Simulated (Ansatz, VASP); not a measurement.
**One calculation of Te2Mo, two programs**

The input INCAR:

```
  PREC = Accurate
  ENCUT = 520
  EDIFF = 1E-6
  ISMEAR = 0
  SIGMA = 0.05
  LREAL = F
  LASPH = T
  NELM = 100
  ALGO = Normal
  ISIF = 2
  LWAVE = F
  LCHARG = F
  NBANDS = 20
```

KPOINTS

```
Automatic mesh
0
Gamma
  12 12 2
```

POSCAR

```
Te2Mo
1.0
    3.2754141889      0.0000000000      0.0000000000
   -1.6377070944      2.8365918955      0.0000000000
    0.0000000000      0.0000000000     18.2250201328
Te Mo
2 1
Direct
    0.3333333333      0.6666666667      0.8978554500
    0.3333333333      0.6666666667      0.1021445500
    0.0000000000      0.0000000000      0.0000000000
```

Input for Ansatz:

```yaml
crystal:
  lattice:
    - [3.2754141889, 0.0, 0.0]
    - [-1.6377070944, 2.8365918955, 0.0]
    - [0.0, 0.0, 18.2250201328]
  atoms:
    - { symbol: Te, position: [0.3333333333, 0.6666666667, 0.89785545] }
    - { symbol: Te, position: [0.3333333333, 0.6666666667, 0.10214455] }
    - { symbol: Mo, position: [0.0, 0.0, 0.0] }
basis:
  ecutwfc: 420
kpoints:
  mp_grid: { grid: [12, 12, 2] }
hamiltonian:
  xc: lda
scf:
  occupations: { method: gaussian, width: 0.05 }
output:
  forces: true
  stress: true
  eigenvalues: true
```

Change from the starting cell: strain -0.080 along x and y, +0.040 along z, atoms carried along.

Alike in both runs: task single point; functional LDA; k mesh 12 × 12 × 2; occupations gaussian, width 0.05 eV; no spin polarisation.

|  | VASP | Ansatz |
| --- | --- | --- |
| version | VASP 6.6.1 | Ansatz 0.2.0 |
| potentials or method | VASP PAW LDA potentials, release 64 (Te, Mo_sv), cutoff 520 eV | scalar-relativistic, plane waves, PAW |
| valence electrons in the cell | 26 | 46 |

```tsv
	VASP	Ansatz	Ansatz less VASP
gap on the k mesh at the Fermi level (eV)	0.70	0.71	+0.009
least direct gap on the mesh (eV)	1.31	1.31	+0.001
rms of the force components (eV/Å)	0.122	0.093	-0.0287
```

LDA's correlation is that of Perdew and Zunger in VASP and of Perdew and Wang (1992) in Ansatz. Atom by atom the forces differ by 0.029 eV/Å (rms over components). VASP's potentials hold 26 valence electrons a cell and Ansatz's 46, so a difference there can come from the potentials and not from the codes.

Neither program's run includes spin-orbit coupling.
